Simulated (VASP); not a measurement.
Set up this calculation in VASP 6.6.1, as the native input.

```
Task                   : single point
Functional             : r2SCAN
Potentials or basis    : VASP PAW PBE potentials, release 64 (Ir)
Cutoff                 : 550 eV
k mesh                 : 10 × 10 × 10
Occupations            : gaussian, width 0.1 eV
Spin                   : no spin polarisation
Dipole correction      : no
Further INCAR settings : ALGO = Normal; EDIFF = 1e-06; NBANDS = 10
```

The system is Ir.

```xyz
1
Lattice="-1.5433 1.5433 1.5433 1.5433 -1.5433 1.5433 1.5433 1.5433 -1.5433" Properties=species:S:1:pos:R:3 pbc="T T T"
Ir    0.0000    0.0000    0.0000
```

One way to write it, as run:

POSCAR

```
Ir
1.0
   -1.5433355255      1.5433355255      1.5433355255
    1.5433355255     -1.5433355255      1.5433355255
    1.5433355255      1.5433355255     -1.5433355255
Ir
1
Direct
    0.0000000000      0.0000000000      0.0000000000
```

INCAR.step1

```
ALGO     = Normal         # electronic algorithm
EDIFF    = 1E-5           # SCF threshold, eV
ENCUT    = 550            # plane-wave cutoff, eV
GGA      = PE             # functional
GGA_COMPAT= F            
ISMEAR   = 0              # smearing method
LASPH    = T              # aspherical terms in the spheres
LCHARG   = F              # write CHGCAR
LREAL    = F              # projectors in reciprocal space
LWAVE    = T              # write WAVECAR
NBANDS   = 10             # bands
NELM     = 120            # most SCF steps
PREC     = Accurate       # precision mode
SIGMA    = 0.1            # smearing width, eV
```

INCAR.step2

```
ALGO     = Normal         # electronic algorithm
EDIFF    = 1E-6           # SCF threshold, eV
ENCUT    = 550            # plane-wave cutoff, eV
GGA_COMPAT= F            
ISIF     = 2              # what is computed and relaxed
ISMEAR   = 0              # smearing method
ISTART   = 1            
LASPH    = T              # aspherical terms in the spheres
LCHARG   = F              # write CHGCAR
LMIXTAU  = T            
LREAL    = F              # projectors in reciprocal space
LWAVE    = F              # write WAVECAR
METAGGA  = R2SCAN         # meta-GGA
NBANDS   = 10             # bands
NELM     = 120            # most SCF steps
PREC     = Accurate       # precision mode
SIGMA    = 0.1            # smearing width, eV
```

KPOINTS

```
k-points
0
Gamma
  10 10 10
```

Potentials or basis: VASP PAW PBE potentials, release 64 (Ir).

Launch:

```console
$ cat potpaw_PBE.64/Ir/POTCAR > POTCAR
$ cp INCAR.step1 INCAR
$ mpirun -np 1 vasp_std > vasp.out
$ cp INCAR.step2 INCAR
$ mpirun -np 1 vasp_std > vasp.out
```

Results of the run:

```yaml
Pressure: 2.6 GPa
```

Caveat: the PAW data sets were made with another functional, which shifts forces and pressure a little.

It took 20 s on 1 thread of Intel(R) Xeon(R) Platinum 8488C (Sapphire Rapids), with other jobs on the host, peak memory 0.13 GiB.
